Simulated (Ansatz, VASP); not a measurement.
**Mg2Si3N: VASP beside Ansatz**

```
Mg Si N
1.0
     3.84656    0.00000    0.00000
    -1.92328    3.33122    0.00000
     0.00000    0.00000    7.66962
Mg Si N
2 3 1
Direct
  0.66667 0.33333 0.73126
  0.66667 0.33333 0.26874
  0.00000 0.00000 0.00000
  0.33333 0.66667 0.50000
  0.33333 0.66667 0.00000
  0.00000 0.00000 0.50000
```

Change from the starting cell: species swapped into the Sr2AlGa3 type (P-6m2, No. 187).

Alike in both runs: functional PBE; k mesh 6 × 6 × 2; occupations gaussian, width 0.1 eV; no spin polarisation.

Ansatz relaxed the structure, and its values are those at the end. VASP's run is a single point on that final structure, the one shown.

|  | VASP | Ansatz |
| --- | --- | --- |
| version | VASP 6.6.1 | Ansatz 0.2.0 |
| potentials or method | VASP PAW PBE potentials, release 64 (Mg, Si, N), cutoff 520 eV | scalar-relativistic, plane waves, PAW |
| valence electrons in the cell | 21 | 37 |

|  | VASP | Ansatz | Ansatz less VASP |
| --- | --- | --- | --- |
| gap on the k mesh at the Fermi level (eV) | none | none | - |
| pressure (GPa) | -0.6 | -0.4 | +0.19 |

A gap of «none» marks a metal or a gap that the smearing closes. VASP's potentials hold 21 valence electrons a cell and Ansatz's 37, so a difference there can come from the potentials and not from the codes.

The k mesh is coarse, so the values compare programs but aren't converged.
